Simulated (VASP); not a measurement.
Wanted: the native input for a VASP 6.6.1 run.

```
Task                   : single point
Functional             : PBE
Potentials or basis    : VASP PAW PBE potentials, release 64 (Ti_sv, O)
Cutoff                 : 520 eV
k mesh                 : 4 × 4 × 6
Occupations            : gaussian, width 0.05 eV
Spin                   : no spin polarisation
Dipole correction      : no
Further INCAR settings : ALGO = Normal; EDIFF = 1e-07; NBANDS = 33
```

The structure of TiO2 (Rutile) lies in POSCAR:

```
TiO2
1.0
    4.6610830000      0.0000000000      0.0000000000
    0.0000000000      4.6610830000      0.0000000000
    0.0000000000      0.0000000000      2.9574000000
Ti O
2 4
Direct
    0.0000000000      0.0000000000      0.0000000000
    0.5000000000      0.5000000000      0.5000000000
    0.3049600000      0.3049600000      0.0000000000
    0.1950400000      0.8049600000      0.5000000000
    0.6950400000      0.6950400000      0.0000000000
    0.8049600000      0.1950400000      0.5000000000
```

The input as run:

INCAR

```
  PREC = Accurate
  ENCUT = 520
  EDIFF = 1E-7
  ISMEAR = 0
  SIGMA = 0.05
  LREAL = F
  LASPH = T
  NELM = 100
  ALGO = Normal
  ISIF = 2
  LWAVE = F
  LCHARG = F
  GGA = PE
  NBANDS = 33
```

KPOINTS

```
Automatic mesh
0
Gamma
  4 4 6
```

Potentials or basis: VASP PAW PBE potentials, release 64 (Ti_sv, O).

Command:

```console
$ cat potpaw_PBE.64/Ti_sv/POTCAR potpaw_PBE.64/O/POTCAR > POTCAR
$ mpirun -np 1 vasp_std > vasp.out
```

Results of the run:

```yaml
Pressure: -0.4 GPa
Largest_force: 0.022 eV/Å
Band_gap_on_the_k_mesh: 1.83 eV, direct
```

Run time: 72 s on 1 thread of Intel Xeon 6975P-C, with other jobs on the host, peak memory 0.19 GiB.
